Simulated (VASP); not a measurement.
# Cu3H3Au (Pm-3m) in VASP: notebook, part 2 of 2

VASP 6.6.1. Earlier steps stand in the parts before.

### 3 Relaxation of cell and atoms, PBE

This run uses another cell than the first one, of 9.23 Å³/atom.

File INCAR:

```
SYSTEM = Cu3H3Au
PREC = Accurate
ENCUT = 600
EDIFF = 1E-7
ISMEAR = 0
SIGMA = 0.1
LREAL = .FALSE.
LASPH = .TRUE.
NELM = 120
ALGO = Normal
ISIF = 3
LWAVE = .FALSE.
LCHARG = .FALSE.
GGA = PE
IBRION = 2
NSW = 90
EDIFFG = -0.025
GGA_COMPAT = .FALSE.
NELMIN = 4
```

File KPOINTS:

```
Automatic mesh
0
G
  8 8 8
  0 0 0
```

File POSCAR:

```
Cu3H3Au
1.0
    4.0121024222      0.0000000000      0.0000000000
    0.0000000000      4.0121024222      0.0000000000
    0.0000000000      0.0000000000      4.0121024222
Cu Au H
3 1 3
Direct
    1.0000000000      0.5000000000      0.5000000000
    0.5000000000      1.0000000000      0.5000000000
    0.5000000000      0.5000000000      1.0000000000
    0.0000000000      1.0000000000      1.0000000000
    0.0000000000      0.0000000000      0.5000000000
    0.5000000000      0.0000000000      0.0000000000
    0.0000000000      0.5000000000      0.0000000000
```

Potentials or basis: VASP PAW PBE potentials, release 64 (Cu, Au, H).

On the command line:

```
$ cat potpaw_PBE.64/Cu/POTCAR potpaw_PBE.64/Au/POTCAR potpaw_PBE.64/H/POTCAR > POTCAR
$ mpirun -np 1 vasp_std > vasp.out
```

OUTCAR:

```text
SYSTEM = Cu3H3Au
   PREC = Accurate
   ENCUT = 600
   EDIFF = 1E-7
   ISMEAR = 0
   LREAL = .FALSE.
   LASPH = .TRUE.
   NELM = 120
   ISIF = 3
   GGA = PE
   IBRION = 2
   NSW = 90
   EDIFFG = -0.025
   NELMIN = 4

 ion  position               nearest neighbor table
   1  0.000  0.500  0.500-   4 2.84   4 2.84   4 2.84   4 2.84
   2  0.500  0.000  0.500-   4 2.84   4 2.84   4 2.84   4 2.84
   3  0.500  0.500  0.000-   4 2.84   4 2.84   4 2.84   4 2.84
   4  0.000  0.000  0.000-   5 2.01   6 2.01   7 2.01   5 2.01   7 2.01   6 2.01   1 2.84   2 2.84
                             1 2.84   1 2.84   3 2.84   2 2.84   1 2.84   2 2.84   3 2.84   3 2.84
   5  0.000  0.000  0.500-   4 2.01   4 2.01
   6  0.500  0.000  0.000-   4 2.01   4 2.01
   7  0.000  0.500  0.000-   4 2.01   4 2.01

  LATTYP: Found a simple cubic cell.
 ALAT       =     4.0121024222

  Lattice vectors:

 A1 = (   4.0121024222,   0.0000000000,   0.0000000000)
 A2 = (   0.0000000000,   4.0121024222,   0.0000000000)
 A3 = (   0.0000000000,   0.0000000000,   4.0121024222)

Analysis of symmetry for initial positions (statically):
=====================================================================
 Subroutine PRICEL returns:
 Original cell was already a primitive cell.

 Routine SETGRP: Setting up the symmetry group for a
 simple cubic supercell.

 Subroutine GETGRP returns: Found 48 space group operations
 (whereof 48 operations were pure point group operations)
 out of a pool of 48 trial point group operations.

The static configuration has the point symmetry O_h .

Analysis of symmetry for dynamics (positions and initial velocities):
=====================================================================
 Subroutine PRICEL returns:
 Original cell was already a primitive cell.

 Routine SETGRP: Setting up the symmetry group for a
 simple cubic supercell.
[... 138 lines left out ...]
  Thomas-Fermi vector in A             =   2.587547
   LORBIT       =      0    0 simple, 1 ext, 2 COOP (PROOUT), +10 PAW based schemes
   GGA     = PE    functional components
   LHFCALC =     F    Hartree Fock is set to
   AEXX    =    0.0000 exact exchange contribution
   IVDW    =     0    specifies the selected vdW correction
   LEPSILON=     F    determine dielectric tensor
   LRPA    =     F    only Hartree local field effects (RPA)
 conjugate gradient relaxation of ions
 non-spin polarized calculation
 Gauss-broadening in eV      SIGMA  =   0.10
  energy-cutoff  :      600.00
  volume of cell :       64.58
 maximum number of plane-waves:      2192
   NGX = 17   NGY = 17   NGZ = 17

 number of electron      47.0000047 magnetization

 Free energy of the ion-electron system (eV)
  ---------------------------------------------------
  ext. energy  EPLUGINS =         0.00000000
  ---------------------------------------------------
  free energy    TOTEN  =       -21.92506888 eV

  energy without entropy =      -21.91064526  energy(sigma->0) =      -21.91785707

 E-fermi :   7.7560     XC(G=0): -12.1634

 val. band max:        7.7239256403   @ k =   0.5000   0.2500   0.0000
 cond. band min:       7.7688548475   @ k =   0.5000   0.1250   0.1250
 fundamental gap:      0.0449292072
 Fermi energy:         7.7560249801

 k-point     1 :       0.0000    0.0000    0.0000
  band No.  band energies     occupation
      1      -4.2826      2.00000
      2      -1.5287      2.00000
      3      -1.5287      2.00000
      4       1.6915      2.00000
      5       1.6915      2.00000
      6       1.6915      2.00000
[... 733 lines left out ...]
     27      11.1668      0.00000
     28      12.7844      0.00000

 [... further k-points ...]

------------------------ aborting loop because EDIFF is reached ----------------------------------------

  FORCE on cell =-STRESS in cart. coord.  units (eV):
  Direction    XX          YY          ZZ          XY          YZ          ZX
  --------------------------------------------------------------------------------------
  -------------------------------------------------------------------------------------
  Total       -0.0729251     -0.0729251     -0.0729251     -0.0000000     -0.0000000      0.0000000
  in kB       -1.8091374     -1.8091374     -1.8091374     -0.0000000     -0.0000000      0.0000000
  external PRESSURE =      -1.8091374 kB  Pullay stress =       0.0000000 kB

 VOLUME and BASIS-vectors are now :
 -----------------------------------------------------------------------------
  energy-cutoff  :      600.00
  volume of cell :       64.58
      direct lattice vectors                 reciprocal lattice vectors
     4.012102422  0.000000000  0.000000000     0.249245880  0.000000000  0.000000000
     0.000000000  4.012102422  0.000000000     0.000000000  0.249245880  0.000000000
     0.000000000  0.000000000  4.012102422     0.000000000  0.000000000  0.249245880

 POSITION                                       TOTAL-FORCE (eV/Angst)
 -----------------------------------------------------------------------------------
      0.00000      2.00605      2.00605         0.000000      0.000000      0.000000
      2.00605      0.00000      2.00605         0.000000      0.000000      0.000000
      2.00605      2.00605      0.00000         0.000000      0.000000      0.000000
      0.00000      0.00000      0.00000         0.000000      0.000000      0.000000
      0.00000      0.00000      2.00605         0.000000      0.000000      0.000000
      2.00605      0.00000      0.00000         0.000000      0.000000      0.000000
      0.00000      2.00605      0.00000         0.000000      0.000000      0.000000
 -----------------------------------------------------------------------------------
    total drift:                                0.000000     -0.000000     -0.000000

  FREE ENERGIE OF THE ION-ELECTRON SYSTEM (eV)
  ---------------------------------------------------
  free  energy   TOTEN  =       -21.9250688815 eV

  energy  without entropy=      -21.9106452570  energy(sigma->0) =      -21.91785707

 reached required accuracy - stopping structural energy minimisation
```

OSZICAR:

```text
N       E                     dE             d eps       ncg     rms          rms(c)
DAV:   1     0.406919148233E+03    0.40692E+03   -0.23471E+04  1976   0.280E+03
DAV:   2     0.211197489571E+02   -0.38580E+03   -0.37018E+03  1972   0.475E+02
DAV:   3    -0.231724317417E+02   -0.44292E+02   -0.40854E+02  2508   0.194E+02
DAV:   4    -0.251691457190E+02   -0.19967E+01   -0.19655E+01  2972   0.433E+01
DAV:   5    -0.251856945557E+02   -0.16549E-01   -0.16538E-01  2848   0.429E+00    0.189E+01
DAV:   6    -0.233547994410E+02    0.18309E+01   -0.31768E+01  2440   0.122E+02    0.952E+00
DAV:   7    -0.219723991668E+02    0.13824E+01   -0.84183E+00  2348   0.919E+01    0.777E+00
DAV:   8    -0.219570060950E+02    0.15393E-01   -0.58037E-01  2828   0.833E+00    0.462E+00
DAV:   9    -0.219435486348E+02    0.13457E-01   -0.24911E-01  3024   0.121E+01    0.173E+00
DAV:  10    -0.219259245242E+02    0.17624E-01   -0.10645E-01  3076   0.895E+00    0.489E-01
DAV:  11    -0.219251776610E+02    0.74686E-03   -0.10995E-02  2784   0.263E+00    0.995E-02
DAV:  12    -0.219251000736E+02    0.77587E-04   -0.88625E-04  2764   0.428E-01    0.602E-02
DAV:  13    -0.219250687659E+02    0.31308E-04   -0.94699E-05  3040   0.223E-01    0.913E-03
DAV:  14    -0.219250691913E+02   -0.42542E-06   -0.11113E-05  2236   0.293E-02    0.777E-03
DAV:  15    -0.219250688874E+02    0.30397E-06   -0.82694E-07  2488   0.955E-03    0.828E-04
DAV:  16    -0.219250688815E+02    0.58781E-08   -0.64630E-08  1176   0.312E-03
   1 F= -.21925069E+02 E0= -.21917857E+02  d E =-.219251E+02
```

CONTCAR:

```text
Cu3H3Au
   1.00000000000000
     4.0121024221999999    0.0000000000000000    0.0000000000000000
     0.0000000000000000    4.0121024221999999    0.0000000000000000
     0.0000000000000000    0.0000000000000000    4.0121024221999999
  Cu              Au              H
     3     1     3
Direct
     0.0000000000000000    0.5000000000000000    0.5000000000000000
     0.5000000000000000    0.0000000000000000    0.5000000000000000
     0.5000000000000000    0.5000000000000000    0.0000000000000000
     0.0000000000000000    0.0000000000000000    0.0000000000000000
     0.0000000000000000    0.0000000000000000    0.5000000000000000
     0.5000000000000000    0.0000000000000000    0.0000000000000000
     0.0000000000000000    0.5000000000000000    0.0000000000000000

  0.00000000E+00  0.00000000E+00  0.00000000E+00
  0.00000000E+00  0.00000000E+00  0.00000000E+00
  0.00000000E+00  0.00000000E+00  0.00000000E+00
  0.00000000E+00  0.00000000E+00  0.00000000E+00
  0.00000000E+00  0.00000000E+00  0.00000000E+00
  0.00000000E+00  0.00000000E+00  0.00000000E+00
  0.00000000E+00  0.00000000E+00  0.00000000E+00
```

Wall time 27 s (1 thread of Intel Xeon 6975P-C (Granite Rapids), shared host); peak memory 0.22 GiB.

What came out:

- Free energy: -21.9251 eV
- Pressure after relaxing: -0.2 GPa
- Band gap on the k mesh: zero (an odd number of electrons rules out a gap without spin polarisation)

Final structure:
```yaml
crystal:
  lattice:
    - [4.01210, 0.00000, 0.00000]
    - [0.00000, 4.01210, 0.00000]
    - [0.00000, 0.00000, 4.01210]
  atoms:
    - { symbol: Cu, position: [0.00000, 0.50000, 0.50000] }
    - { symbol: Cu, position: [0.50000, 0.00000, 0.50000] }
    - { symbol: Cu, position: [0.50000, 0.50000, 0.00000] }
    - { symbol: Au, position: [0.00000, 0.00000, 0.00000] }
    - { symbol: H, position: [0.00000, 0.00000, 0.50000] }
    - { symbol: H, position: [0.50000, 0.00000, 0.00000] }
    - { symbol: H, position: [0.00000, 0.50000, 0.00000] }
```

Levels at points of the mesh, in eV from the Fermi level:
```csv
k point,band 22,band 23,band 24,band 25,band 26,band 27
"(0.00, 0.00, 0.00)",-0.51,-0.51,-0.51,1.67,1.67,2.56
"(0.50, 0.00, 0.00)",-2.39,1.53,1.67,2.97,2.97,3.89
"(0.50, 0.50, 0.00)",-2.14,-2.14,-1.29,3.26,3.26,3.84
"(0.50, 0.50, 0.50)",-2.55,-2.55,-1.41,-0.17,1.52,1.52
```

Caveat: the relaxation stopped at its first step, so nothing moved; spin-orbit coupling is left out, which moves the levels of the heavy elements.
